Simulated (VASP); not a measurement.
# C in VASP: further runs

C is run at these levels: r2SCAN; tasks: single point, relaxation of cell and atoms.

Everything below comes from runs of VASP 6.6.1. Logs are shortened: lines on timing, memory, paths and dates and some standing lists are left out, and cuts for length are marked.

## Step 1: The cell of the first run

The structure is orthorhombic, space group Fmmm (No. 69). Conventional cell: a = 2.432 Å, b = 4.210 Å, c = 7.124 Å, α = 90.00°, β = 90.00°, γ = 90.00°. C (site symmetry m2m) has 3 C at 1.40 Å within 1.9 Å.

## Step 2: Single point, r2SCAN (biaxial strain in the a-b plane: -1.0 %, then relaxed in part)

POSCAR

```
C
1.0
    2.4316858731      0.0000000000      0.0000000000
    0.0000000000      4.2103931521      0.0000000000
    0.0000000000      0.0000000000      7.1243311621
C
8
Direct
    0.5000000000      0.4166311002      0.7500062470
    0.5000000000      0.9166311002      0.2499937530
    0.5000000000      0.5833688998      0.2499937530
    0.5000000000      0.0833688998      0.7500062470
    0.0000000000      0.9166311002      0.7500062470
    0.0000000000      0.4166311002      0.2499937530
    0.0000000000      0.0833688998      0.2499937530
    0.0000000000      0.5833688998      0.7500062470
```

INCAR.step1

```
PREC = Accurate
ENCUT = 520
ISMEAR = 0
SIGMA = 0.1
LREAL = F
LASPH = T
NELM = 60
NBANDS = 26
GGA = PE
ALGO = Normal
EDIFF = 1E-4
LWAVE = T
LCHARG = F
```

INCAR.step2

```
PREC = Accurate
ENCUT = 520
EDIFF = 1E-6
ISMEAR = 0
SIGMA = 0.1
LREAL = F
LASPH = T
NELM = 60
ALGO = Normal
ISIF = 2
LWAVE = F
LCHARG = F
METAGGA = R2SCAN
LMIXTAU = T
NBANDS = 26
ISTART = 1
```

KPOINTS

```
regular mesh
0
Gamma
  14 8 6
```

Potentials or basis: VASP PAW PBE potentials, release 64 (C).

Launch:

```bash
> cat potpaw_PBE.64/C/POTCAR > POTCAR
> cp INCAR.step1 INCAR
> mpirun -np 1 vasp_std > vasp.out
> cp INCAR.step2 INCAR
> mpirun -np 1 vasp_std > vasp.out
```

OUTCAR:

```text
PREC = Accurate
   ENCUT = 520
   EDIFF = 1E-6
   ISMEAR = 0
   LREAL = F
   LASPH = T
   NELM = 60
   ISIF = 2
   METAGGA = R2SCAN
   ISTART = 1

 ion  position               nearest neighbor table
   1  0.500  0.417  0.750-   4 1.40   8 1.40   8 1.40
   2  0.500  0.917  0.250-   3 1.40   7 1.40   7 1.40
   3  0.500  0.583  0.250-   2 1.40   6 1.40   6 1.40
   4  0.500  0.083  0.750-   1 1.40   5 1.40   5 1.40
   5  0.000  0.917  0.750-   8 1.40   4 1.40   4 1.40
   6  0.000  0.417  0.250-   7 1.40   3 1.40   3 1.40
   7  0.000  0.083  0.250-   6 1.40   2 1.40   2 1.40
   8  0.000  0.583  0.750-   5 1.40   1 1.40   1 1.40

  LATTYP: Found a simple orthorhombic cell.
 ALAT       =     2.4316858731
 B/A-ratio  =     1.7314708280
 C/A-ratio  =     2.9297909080

  Lattice vectors:

 A1 = (   2.4316858731,   0.0000000000,   0.0000000000)
 A2 = (   0.0000000000,   4.2103931521,   0.0000000000)
 A3 = (   0.0000000000,   0.0000000000,   7.1243311621)

Analysis of symmetry for initial positions (statically):
=====================================================================
 Subroutine PRICEL returns following result:

  LATTYP: Found a base centered orthorhombic cell.
 ALAT       =     2.4316858731
 B/A-ratio  =     1.7314708280
 C/A-ratio  =     2.9297909080

  Lattice vectors:

 A1 = (   1.2158429366,  -2.1051965761,   0.0000000000)
 A2 = (   1.2158429366,   2.1051965760,   0.0000000000)
 A3 = (   0.0000000000,   0.0000000000,   7.1243311621)

   2 primitive cells build up your supercell.

 Routine SETGRP: Setting up the symmetry group for a
 simple orthorhombic supercell.

 Subroutine GETGRP returns: Found  8 space group operations
 (whereof  4 operations were pure point group operations)
 out of a pool of  8 trial point group operations.

The static configuration has the point symmetry C_2h.
 The point group associated with its full space group is D_2h.

Analysis of symmetry for dynamics (positions and initial velocities):
=====================================================================
 Subroutine PRICEL returns following result:

  LATTYP: Found a base centered orthorhombic cell.
 ALAT       =     2.4316858731
 B/A-ratio  =     1.7314708280
 C/A-ratio  =     2.9297909080

  Lattice vectors:

 A1 = (   1.2158429366,  -2.1051965761,   0.0000000000)
 A2 = (   1.2158429366,   2.1051965760,   0.0000000000)
 A3 = (   0.0000000000,   0.0000000000,   7.1243311621)

   2 primitive cells build up your supercell.

 Routine SETGRP: Setting up the symmetry group for a
 simple orthorhombic supercell.

 Subroutine GETGRP returns: Found  8 space group operations
 (whereof  4 operations were pure point group operations)
 out of a pool of  8 trial point group operations.

The dynamic configuration has the point symmetry C_2h.
 The point group associated with its full space group is D_2h.

 Subroutine INISYM returns: Found  8 space group operations
 (whereof  4 operations are pure point group operations),
 and found     2 'primitive' translations

----------------------------------------------------------------------------------------

                                     Primitive cell

  volume of cell :      36.4707

  direct lattice vectors                    reciprocal lattice vectors
     1.215842937 -2.105196576  0.000000000     0.411237328 -0.237507512  0.000000000
     1.215842937  2.105196576  0.000000000     0.411237328  0.237507512  0.000000000
     0.000000000  0.000000000  7.124331162     0.000000000  0.000000000  0.140364053

  length of vectors
     2.431075209  2.431075209  7.124331162     0.474895733  0.474895733  0.140364053

  position of ions in fractional coordinates (direct lattice)
     0.083368900  0.916631100  0.750006247
     0.583368900  0.416631100  0.249993753
     0.916631100  0.083368900  0.249993753
     0.416631100  0.583368900  0.750006247

  ion indices of the primitive-cell ions
   primitive index   ion index
                 1           1
                 2           2
                 3           3
                 4           4

----------------------------------------------------------------------------------------

 KPOINTS: regular mesh

Automatic generation of k-mesh.
 Grid dimensions read from file:
 generate k-points for:   14    8    6

 Generating k-lattice:

  Cartesian coordinates                     Fractional coordinates (reciprocal lattice)
     0.029374095  0.000000000  0.000000000     0.071428571  0.000000000  0.000000000
     0.000000000  0.029688439  0.000000000     0.000000000  0.125000000  0.000000000
     0.000000000  0.000000000  0.023394009     0.000000000  0.000000000  0.166666667

  Length of vectors
     0.029374095  0.029688439  0.023394009

  Shift w.r.t. Gamma in fractional coordinates (k-lattice)
     0.000000000  0.000000000  0.000000000

 Subroutine IBZKPT returns following result:
 ===========================================

 Found    160 irreducible k-points:

 Following reciprocal coordinates:
            Coordinates               Weight
  0.000000  0.000000  0.000000      1.000000
  0.071429  0.000000  0.000000      2.000000
  0.142857  0.000000  0.000000      2.000000
  0.214286  0.000000  0.000000      2.000000
  0.285714  0.000000  0.000000      2.000000
  0.357143  0.000000  0.000000      2.000000
[... 16 lines left out ...]
  0.428571  0.250000  0.000000      4.000000
  0.500000  0.250000  0.000000      2.000000
 [... further k-points ...]
   k-points           NKPTS =    160   k-points in BZ     NKDIM =    160   number of bands    NBANDS=     26
   number of dos      NEDOS =    301   number of ions     NIONS =      8
   total plane-waves  NPLWV =  31104
   dimension x,y,z NGX =    18 NGY =   32 NGZ =   54
   dimension x,y,z NGXF=    36 NGYF=   64 NGZF=  108
   ions per type =               8
   NGX,Y,Z   is equivalent  to a cutoff of  12.31, 12.64, 12.60 a.u.
   NGXF,Y,Z  is equivalent  to a cutoff of  24.61, 25.27, 25.20 a.u.
 SYSTEM =  unknown system
   PREC   = accura    normal or accurate (medium, high low for compatibility)
   ISTART =      1    job   : 0-new  1-cont  2-samecut
   ICHARG =      0    charge: 1-file 2-atom 10-const
   ISPIN  =      1    spin polarized calculation?
   LNONCOLLINEAR =      F non collinear calculations
   LSORBIT =      F    spin-orbit coupling
   LASPH  =      T    aspherical Exc in radial PAW
   ENCUT  =  520.0 eV  38.22 Ry    6.18 a.u.   4.52  7.83 13.25*2*pi/ulx,y,z
   NELM   =     60;   NELMIN=  2; NELMDL=  0     # of ELM steps
   EDIFF  = 0.1E-05   stopping-criterion for ELM
   LREAL  =      F    real-space projection
[... 7 lines left out ...]
   TEBEG  =    0.0;   TEEND  =   0.0 temperature during run
   PSTRESS=    0.0 pullay stress
   NELECT =      32.0000    total number of electrons
   NUPDOWN=      -1.0000    fix difference up-down
   EMIN   =  10.00;   EMAX   =-10.00  energy-range for DOS
   EFERMI =   0.00;   METHOD = LEGACY
   ISMEAR =     0;   SIGMA  =   0.10  broadening in eV -4-tet -1-fermi 0-gaus
   EFERMI_NEDOS =   21; number of points for ismear=-14 and -15
   IALGO  =     38    algorithm
   IMIX   =      4    mixing-type and parameters
     AMIX     =   0.40;   BMIX     =  1.00
     AMIX_MAG =   1.60;   BMIX_MAG =  1.00
  volume/ion in A,a.u.               =       9.12        61.53
  Fermi-wavevector in a.u.,A,eV,Ry     =   1.243942  2.350709 21.053538  1.547391
  Thomas-Fermi vector in A             =   2.378230
   LORBIT       =      0    0 simple, 1 ext, 2 COOP (PROOUT), +10 PAW based schemes
   METAGGA = R2SCAN    functional components
   LHFCALC =     F    Hartree Fock is set to
   AEXX    =    0.0000 exact exchange contribution
   IVDW    =     0    specifies the selected vdW correction
   LEPSILON=     F    determine dielectric tensor
   LRPA    =     F    only Hartree local field effects (RPA)
 non-spin polarized calculation
 Gauss-broadening in eV      SIGMA  =   0.10
  energy-cutoff  :      520.00
  volume of cell :       72.94
 maximum number of plane-waves:      1998
   NGX =  9   NGY = 15   NGZ = 27

 number of electron      32.0000006 magnetization

 Free energy of the ion-electron system (eV)
  ---------------------------------------------------
  ext. energy  EPLUGINS =         0.00000000
  ---------------------------------------------------
  free energy    TOTEN  =       -79.42592754 eV

  energy without entropy =      -79.42514944  energy(sigma->0) =      -79.42553849

 E-fermi :   4.2673     XC(G=0): -10.7783

 val. band max:        4.2088472437   @ k =   0.2857   0.0000   0.0000
 cond. band min:       4.2888848633   @ k =   0.3571   0.0000   0.0000
 fundamental gap:      0.0800376197
 Fermi energy:         4.2672539017

 k-point     1 :       0.0000    0.0000    0.0000
  band No.  band energies     occupation
      1     -16.8305      2.00000
      2     -16.6504      2.00000
      3     -11.1286      2.00000
      4     -10.9959      2.00000
      5      -9.9836      2.00000
      6      -9.8807      2.00000
[... 18 lines left out ...]
     25      13.3124      0.00000
     26      13.8862      0.00000

 k-point     2 :       0.0714    0.0000    0.0000
  band No.  band energies     occupation
      1     -16.7320      2.00000
      2     -16.5531      2.00000
      3     -11.0438      2.00000
      4     -10.9122      2.00000
      5      -9.9007      2.00000
      6      -9.7993      2.00000
[... 18 lines left out ...]
     25      13.7338      0.00000
     26      13.9876      0.00000

 k-point     3 :       0.1429    0.0000    0.0000
  band No.  band energies     occupation
      1     -16.4375      2.00000
      2     -16.2616      2.00000
      3     -10.7895      2.00000
      4     -10.6612      2.00000
      5      -9.6602      2.00000
      6      -9.5635      2.00000
[... 572 lines left out ...]
 k-point    23 :       0.4286    0.2500    0.0000
  band No.  band energies     occupation
      1     -12.9823      2.00000
      2     -12.8439      2.00000
      3     -10.7030      2.00000
      4     -10.6614      2.00000
      5      -9.5050      2.00000
      6      -9.4631      2.00000
[... 18 lines left out ...]
     25      15.1683      0.00000
     26      16.1016      0.00000

 k-point    24 :       0.5000    0.2500    0.0000
  band No.  band energies     occupation
      1     -11.8107      2.00000
      2     -11.8107      2.00000
      3     -11.6897      2.00000
      4     -11.6897      2.00000
      5      -8.6513      2.00000
      6      -8.6513      2.00000
[... 18 lines left out ...]
     25      14.5656      0.00000
     26      14.5656      0.00000

 [... further k-points ...]
[... 5 lines left out ...]
  --------------------------------------------------------------------------------------
  -------------------------------------------------------------------------------------
  Total        6.3204835      6.2013751     -0.0527546      0.0000000      0.0000000      0.0000000
  in kB      138.8310679    136.2148206     -1.1587684      0.0000000      0.0000000      0.0000000
  external PRESSURE =      91.2957067 kB  Pullay stress =       0.0000000 kB

 VOLUME and BASIS-vectors are now :
 -----------------------------------------------------------------------------
  energy-cutoff  :      520.00
  volume of cell :       72.94
      direct lattice vectors                 reciprocal lattice vectors
     2.431685873  0.000000000  0.000000000     0.411237328  0.000000000  0.000000000
     0.000000000  4.210393152  0.000000000     0.000000000  0.237507512  0.000000000
     0.000000000  0.000000000  7.124331162     0.000000000  0.000000000  0.140364053

 POSITION                                       TOTAL-FORCE (eV/Angst)
 -----------------------------------------------------------------------------------
      1.21584      1.75418      5.34329         0.000000      0.001887     -0.000016
      1.21584      3.85938      1.78104         0.000000      0.001887      0.000016
      1.21584      2.45621      1.78104         0.000000     -0.001887      0.000016
      1.21584      0.35102      5.34329        -0.000000     -0.001887     -0.000016
      0.00000      3.85938      5.34329        -0.000000      0.001887     -0.000016
      0.00000      1.75418      1.78104         0.000000      0.001887      0.000016
      0.00000      0.35102      1.78104         0.000000     -0.001887      0.000016
      0.00000      2.45621      5.34329        -0.000000     -0.001887     -0.000016
 -----------------------------------------------------------------------------------
    total drift:                                0.000000      0.000000     -0.000000

  FREE ENERGIE OF THE ION-ELECTRON SYSTEM (eV)
  ---------------------------------------------------
  free  energy   TOTEN  =       -79.4259275447 eV

  energy  without entropy=      -79.4251494362  energy(sigma->0) =      -79.42553849
```

It took 23 min on 1 thread of Intel Xeon 8259CL, shared host; peak memory 0.32 GiB.

What came out:

* Free energy: -79.4259 eV
* Pressure: 9.1 GPa

Stress tensor (GPa, compression positive):
```
13.88  0.00  0.00
 0.00 13.62  0.00
 0.00  0.00 -0.12
```

Caveat: the cell differs from its parent crystal (biaxial strain in the a-b plane: -1.0 %, then relaxed in part); the stress differs along the axes, from -0 to 14 GPa; the PAW data sets were made with another functional, which shifts forces and pressure a little.

(Part 1 of 2 ends here.)
